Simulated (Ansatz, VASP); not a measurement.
## Si2C3: VASP beside Ansatz

INCAR

```
SYSTEM = Si2C3
PREC = Accurate
ENCUT = 520
EDIFF = 1E-6
ISMEAR = 0
SIGMA = 0.1
LREAL = .False.
LASPH = .True.
NELM = 150
ALGO = Normal
ISIF = 2
LWAVE = .False.
LCHARG = .True.
ISPIN = 2
MAGMOM = 0 0 1 1 1
LORBIT = 11
GGA = PE
LELF = .True.
LVHAR = .True.
NBANDS = 22
```

File KPOINTS:

```
Automatic mesh
0
Gamma
  6 6 4
  0 0 0
```

File POSCAR:

```
Si2C3
1.0
    3.8814227200      0.0000000000      0.0000000000
   -1.9407113600      3.3614106800      0.0000000000
    0.0000000000      0.0000000000      4.8143000500
Si C
2 3
Direct
    0.0000000000      0.0000000000      0.0000000000
    0.3333333300      0.6666666700      0.5000000000
    0.6666666700      0.3333333300      0.2422697800
    0.6666666700      0.3333333300      0.7577302200
    0.0000000000      0.0000000000      0.5000000000
```

Input for Ansatz:

```yaml
crystal:
  lattice:
    - [3.88142272, 0.0, 0.0]
    - [-1.94071136, 3.36141068, 0.0]
    - [0.0, 0.0, 4.81430005]
  atoms:
    - { symbol: Si, position: [0.0, 0.0, 0.0] }
    - { symbol: Si, position: [0.33333333, 0.66666667, 0.5] }
    - { symbol: C, position: [0.66666667, 0.33333333, 0.24226978], spin: 1.0 }
    - { symbol: C, position: [0.66666667, 0.33333333, 0.75773022], spin: 1.0 }
    - { symbol: C, position: [0.0, 0.0, 0.5], spin: 1.0 }
basis:
  ecutwfc: 420
kpoints:
  mp_grid: { grid: [6, 6, 4] }
hamiltonian:
  xc: pbe
scf:
  occupations: { method: gaussian, width: 0.1 }
  lower_state_search: "off"
output:
  forces: true
  stress: true
  eigenvalues: true
  populations: true
magnetization:
  spin_polarized: true
```

Change from the starting cell: species swapped into the Co3Ge2 type (P-6m2, No. 187).

Alike in both runs: task single point; functional PBE; k mesh 6 × 6 × 4; occupations gaussian, width 0.1 eV; collinear spin.

|  | VASP | Ansatz |
| --- | --- | --- |
| version | VASP 6.6.1 | Ansatz 0.2.0 |
| potentials or method | VASP PAW PBE potentials, release 64 (Si, C), cutoff 520 eV | scalar-relativistic, plane waves, PAW |
| valence electrons in the cell | 20 | 20 |

VASP gave:

| Quantity | Value |
| --- | --- |
| gap on the k mesh at the Fermi level (eV) | none |
| pressure (GPa) | -23.6 |
| traceless stress, the component that is largest in VASP (GPa) | 10.61 |
| rms of the force components (eV/Å) | 0.498 |
| net moment per atom (μB) | 0.00 |

What did Ansatz give for the same quantities?

gap on the k mesh at the Fermi level (eV): none; pressure (GPa): -23.6; traceless stress, the component that is largest in VASP (GPa): 10.62; rms of the force components (eV/Å): 0.498; net moment per atom (μB): 0.00.

Atom by atom the forces differ by 0.000 eV/Å (rms over components). A gap of «none» marks a metal or a gap that the smearing closes. Ansatz's warnings: seeded moment not kept.
